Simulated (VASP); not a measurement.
# Pt (Fd-3m) in VASP: a series of runs, part 2 of 2

VASP 6.6.1. The steps go on from the part before.

## 5. Single point, RPBE (volume scaled by 1.04)

The input, INCAR:

```
PREC = Accurate ; ENCUT = 520
EDIFF = 1E-6 ; ISMEAR = -1
SIGMA = 0.1 ; LREAL = False
LASPH = True ; NELM = 60
ALGO = Normal ; ISIF = 2
LWAVE = False ; LCHARG = True
GGA = RP ; LELF = True
LVHAR = True ; NBANDS = 17
```

The input, KPOINTS:

```
Automatic mesh
0
Gamma
  11 11 11
```

The input, POSCAR:

```
Pt
1.0
    0.0000000000      2.9530249052      2.9530249052
    2.9530249052      0.0000000000      2.9530249052
    2.9530249052      2.9530249052      0.0000000000
Pt
2
Direct
    0.1250000000      0.1250000000      0.1250000000
    0.8750000000      0.8750000000      0.8750000000
```

Potentials or basis: VASP PAW PBE potentials, release 64 (Pt).

The run is started by

```bash
cat potpaw_PBE.64/Pt/POTCAR > POTCAR
mpirun -np 1 vasp_std > vasp.out
```

OUTCAR:

```text
PREC = Accurate
   ENCUT = 520
   EDIFF = 1E-6
   ISMEAR = -1
   LREAL = False
   LASPH = True
   NELM = 60
   ISIF = 2
   GGA = RP

 ion  position               nearest neighbor table
   1  0.125  0.125  0.125-   2 2.56   2 2.56   2 2.56   2 2.56
   2  0.875  0.875  0.875-   1 2.56   1 2.56   1 2.56   1 2.56

  LATTYP: Found a face centered cubic cell.
 ALAT       =     5.9060498104

  Lattice vectors:

 A1 = (   0.0000000000,   2.9530249052,   2.9530249052)
 A2 = (   2.9530249052,   0.0000000000,   2.9530249052)
 A3 = (   2.9530249052,   2.9530249052,   0.0000000000)

Analysis of symmetry for initial positions (statically):
=====================================================================
 Subroutine PRICEL returns:
 Original cell was already a primitive cell.

 Routine SETGRP: Setting up the symmetry group for a
 face centered cubic supercell.

 Subroutine GETGRP returns: Found 48 space group operations
 (whereof 12 operations were pure point group operations)
 out of a pool of 48 trial point group operations.

The static configuration has the point symmetry D_3d.
 The point group associated with its full space group is O_h .

Analysis of symmetry for dynamics (positions and initial velocities):
=====================================================================
 Subroutine PRICEL returns:
 Original cell was already a primitive cell.

 Routine SETGRP: Setting up the symmetry group for a
 face centered cubic supercell.

 Subroutine GETGRP returns: Found 48 space group operations
 (whereof 12 operations were pure point group operations)
 out of a pool of 48 trial point group operations.

The dynamic configuration has the point symmetry D_3d.
 The point group associated with its full space group is O_h .

 Subroutine INISYM returns: Found 48 space group operations
 (whereof 12 operations are pure point group operations),
 and found     1 'primitive' translations

----------------------------------------------------------------------------------------

                                     Primitive cell

  volume of cell :      51.5029

  direct lattice vectors                    reciprocal lattice vectors
     0.000000000  2.953024905  2.953024905    -0.169317908  0.169317908  0.169317908
     2.953024905  0.000000000  2.953024905     0.169317908 -0.169317908  0.169317908
     2.953024905  2.953024905  0.000000000     0.169317908  0.169317908 -0.169317908

  length of vectors
     4.176207871  4.176207871  4.176207871     0.293267220  0.293267220  0.293267220

  position of ions in fractional coordinates (direct lattice)
     0.125000000  0.125000000  0.125000000
     0.875000000  0.875000000  0.875000000

  ion indices of the primitive-cell ions
   primitive index   ion index
                 1           1
                 2           2

----------------------------------------------------------------------------------------

 KPOINTS: Automatic mesh

Automatic generation of k-mesh.
 Grid dimensions read from file:
 generate k-points for:   11   11   11

 Generating k-lattice:

  Cartesian coordinates                     Fractional coordinates (reciprocal lattice)
    -0.015392537  0.015392537  0.015392537     0.090909091  0.000000000  0.000000000
     0.015392537 -0.015392537  0.015392537     0.000000000  0.090909091  0.000000000
     0.015392537  0.015392537 -0.015392537     0.000000000  0.000000000  0.090909091

  Length of vectors
     0.026660656  0.026660656  0.026660656

  Shift w.r.t. Gamma in fractional coordinates (k-lattice)
     0.000000000  0.000000000  0.000000000

 Subroutine IBZKPT returns following result:
 ===========================================

 Found     56 irreducible k-points:

 Following reciprocal coordinates:
            Coordinates               Weight
  0.000000  0.000000  0.000000      1.000000
  0.090909  0.000000  0.000000      8.000000
  0.181818  0.000000  0.000000      8.000000
  0.272727  0.000000  0.000000      8.000000
  0.363636  0.000000  0.000000      8.000000
  0.454545  0.000000  0.000000      8.000000
[... 16 lines left out ...]
 -0.272727  0.181818  0.000000     24.000000
 -0.181818  0.181818  0.000000     12.000000
 [... further k-points ...]
   k-points           NKPTS =     56   k-points in BZ     NKDIM =     56   number of bands    NBANDS=     17
   number of dos      NEDOS =    301   number of ions     NIONS =      2
   total plane-waves  NPLWV =  32768
   dimension x,y,z NGX =    32 NGY =   32 NGZ =   32
   dimension x,y,z NGXF=    64 NGYF=   64 NGZF=   64
   ions per type =               2
   NGX,Y,Z   is equivalent  to a cutoff of  12.74, 12.74, 12.74 a.u.
   NGXF,Y,Z  is equivalent  to a cutoff of  25.48, 25.48, 25.48 a.u.
 SYSTEM =  unknown system
   PREC   = accura    normal or accurate (medium, high low for compatibility)
   ISTART =      0    job   : 0-new  1-cont  2-samecut
   ICHARG =      2    charge: 1-file 2-atom 10-const
   ISPIN  =      1    spin polarized calculation?
   LNONCOLLINEAR =      F non collinear calculations
   LSORBIT =      F    spin-orbit coupling
   LASPH  =      T    aspherical Exc in radial PAW
   ENCUT  =  520.0 eV  38.22 Ry    6.18 a.u.   7.76  7.76  7.76*2*pi/ulx,y,z
   NELM   =     60;   NELMIN=  2; NELMDL= -5     # of ELM steps
   EDIFF  = 0.1E-05   stopping-criterion for ELM
   LREAL  =      F    real-space projection
   EDIFFG = 0.1E-04   stopping-criterion for IOM
   NSW    =      0    number of steps for IOM
   IBRION =     -1    ionic relax: 0-MD 1-quasi-New 2-CG
   NFREE  =      0    steps in history (QN), initial steepest desc. (CG)
   ISIF   =      2    stress and relaxation
   ISYM   =      2    0-nonsym 1-usesym 2-fastsym
   POTIM  = 0.5000    time-step for ionic-motion
   TEBEG  =    0.0;   TEEND  =   0.0 temperature during run
   PSTRESS=    0.0 pullay stress
   NELECT =      20.0000    total number of electrons
   NUPDOWN=      -1.0000    fix difference up-down
   EMIN   =  10.00;   EMAX   =-10.00  energy-range for DOS
   EFERMI =   0.00;   METHOD = LEGACY
   ISMEAR =    -1;   SIGMA  =   0.10  broadening in eV -4-tet -1-fermi 0-gaus
   EFERMI_NEDOS =   21; number of points for ismear=-14 and -15
   IALGO  =     38    algorithm
   IMIX   =      4    mixing-type and parameters
     AMIX     =   0.40;   BMIX     =  1.00
     AMIX_MAG =   1.60;   BMIX_MAG =  1.00
  volume/ion in A,a.u.               =      25.75       173.78
  Fermi-wavevector in a.u.,A,eV,Ry     =   1.194376  2.257043 19.409173  1.426534
  Thomas-Fermi vector in A             =   2.330368
   LORBIT       =      0    0 simple, 1 ext, 2 COOP (PROOUT), +10 PAW based schemes
   GGA     = RP    functional components
   LHFCALC =     F    Hartree Fock is set to
   AEXX    =    0.0000 exact exchange contribution
   IVDW    =     0    specifies the selected vdW correction
   LEPSILON=     F    determine dielectric tensor
   LRPA    =     F    only Hartree local field effects (RPA)
 non-spin polarized calculation
  energy-cutoff  :      520.00
  volume of cell :       51.50
 maximum number of plane-waves:      1411
   NGX = 15   NGY = 15   NGZ = 15

 number of electron      19.9999999 magnetization

 Free energy of the ion-electron system (eV)
  ---------------------------------------------------
  ext. energy  EPLUGINS =         0.00000000
  ---------------------------------------------------
  free energy    TOTEN  =        -9.02872526 eV

  energy without entropy =       -8.85925341  energy(sigma->0) =       -8.94398933

 E-fermi :   4.3685     XC(G=0):  -9.9105

 val. band max:        4.3632061315   @ k =  -0.4545   0.1818   0.0000
 cond. band min:       4.3704778365   @ k =  -0.2727   0.3636   0.0909
 fundamental gap:      0.0072717050
 Fermi energy:         4.3685252008

 k-point     1 :       0.0000    0.0000    0.0000
  band No.  band energies     occupation
      1      -2.0717      2.00000
      2       0.3765      2.00000
      3       0.3765      2.00000
      4       0.4803      2.00000
      5       0.4803      2.00000
      6       0.4803      2.00000
[... 9 lines left out ...]
     16      15.3724      0.00000
     17      16.3439      0.00000

 k-point     2 :       0.0909    0.0000    0.0000
  band No.  band energies     occupation
      1      -1.9588      2.00000
      2       0.2638      2.00000
      3       0.2638      2.00000
      4       0.4697      2.00000
      5       0.6298      2.00000
      6       0.6298      2.00000
[... 9 lines left out ...]
     16      15.5574      0.00000
     17      16.9599      0.00000
[... 421 lines left out ...]
 k-point    24 :      -0.1818    0.1818    0.0000
  band No.  band energies     occupation
      1      -1.0138      2.00000
      2      -0.0078      2.00000
      3       0.3022      2.00000
      4       0.3866      2.00000
      5       0.7123      2.00000
      6       1.2147      2.00000
[... 9 lines left out ...]
     16      16.3360      0.00000
     17      16.4553      0.00000

 [... further k-points ...]
[... 5 lines left out ...]
  --------------------------------------------------------------------------------------
  -------------------------------------------------------------------------------------
  Total       -1.2077243     -1.2077243     -1.2077243     -0.0000000      0.0000000      0.0000000
  in kB      -37.5705074    -37.5705074    -37.5705074     -0.0000000      0.0000000      0.0000000
  external PRESSURE =     -37.5705074 kB  Pullay stress =       0.0000000 kB

 VOLUME and BASIS-vectors are now :
 -----------------------------------------------------------------------------
  energy-cutoff  :      520.00
  volume of cell :       51.50
      direct lattice vectors                 reciprocal lattice vectors
     0.000000000  2.953024905  2.953024905    -0.169317908  0.169317908  0.169317908
     2.953024905  0.000000000  2.953024905     0.169317908 -0.169317908  0.169317908
     2.953024905  2.953024905  0.000000000     0.169317908  0.169317908 -0.169317908

 POSITION                                       TOTAL-FORCE (eV/Angst)
 -----------------------------------------------------------------------------------
      0.73826      0.73826      0.73826         0.000000      0.000000      0.000000
      5.16779      5.16779      5.16779        -0.000000     -0.000000     -0.000000
 -----------------------------------------------------------------------------------
    total drift:                                0.000000      0.000000     -0.000000

  FREE ENERGIE OF THE ION-ELECTRON SYSTEM (eV)
  ---------------------------------------------------
  free  energy   TOTEN  =        -9.0287252559 eV

  energy  without entropy=       -8.8592534057  energy(sigma->0) =       -8.94398933
```

OSZICAR:

```text
N       E                     dE             d eps       ncg     rms          rms(c)
DAV:   1     0.913784935116E+02    0.91378E+02   -0.96490E+03  1912   0.106E+03
DAV:   2    -0.761920203126E+01   -0.98998E+02   -0.93233E+02  2141   0.212E+02
DAV:   3    -0.957382355948E+01   -0.19546E+01   -0.19251E+01  2397   0.292E+01
DAV:   4    -0.958851935472E+01   -0.14696E-01   -0.14694E-01  2113   0.262E+00
DAV:   5    -0.958878707031E+01   -0.26772E-03   -0.26771E-03  2339   0.379E-01    0.102E+01
DAV:   6    -0.905361807769E+01    0.53517E+00   -0.16438E+00  2096   0.913E+00    0.637E+00
DAV:   7    -0.903438277148E+01    0.19235E-01   -0.30132E-02  2162   0.120E+00    0.336E+00
DAV:   8    -0.902865018936E+01    0.57326E-02   -0.66422E-03  2000   0.525E-01    0.751E-02
DAV:   9    -0.902869859231E+01   -0.48403E-04   -0.23606E-04  2319   0.106E-01    0.476E-02
DAV:  10    -0.902872555606E+01   -0.26964E-04   -0.40897E-05  2199   0.434E-02    0.872E-03
DAV:  11    -0.902872525592E+01    0.30014E-06   -0.35651E-07  1640   0.432E-03
   1 F= -.90287253E+01 E0= -.89439893E+01  d E =-.169472E+00
```

It took 34 s on 1 thread of Intel Xeon Platinum 8488C (Sapphire Rapids), shared host; peak memory 0.19 GiB.

Results:

```yaml
Free_energy: -9.0287 eV
Pressure: -3.8 GPa
Band_gap_on_the_k_mesh: zero (band 10 reaches 4.55 eV, above the bottom of band 11 at 4.01 eV)
```

Caveat: the PAW data sets were made with another functional, which shifts forces and pressure a little; spin-orbit coupling is left out, which moves the levels of the heavy elements.

## 6. The runs side by side

| cell | gap on the mesh (eV) | pressure (GPa) |
| --- | --- | --- |
| a = 4.009 Å, angles 60.0°, 2 atoms | none | 10.1 |
| a = 4.066 Å, angles 60.0°, 2 atoms | none | 4.2 |
| a = 4.122 Å, angles 60.0°, 2 atoms | none | -0.3 |
| a = 4.176 Å, angles 60.0°, 2 atoms | none | -3.8 |

Alike in all rows: task single point; level RPBE; potentials or basis VASP PAW PBE potentials, release 64 (Pt); no spin polarisation; k mesh 11 × 11 × 11; cutoff (eV) 520; smearing fermi-dirac 0.1 eV.

Caveats: the PAW data sets were made with another functional, which shifts forces and pressure a little; spin-orbit coupling is left out, which moves the levels of the heavy elements.

Total energies depend on the potentials used, so only differences within one code and one set of settings carry meaning.
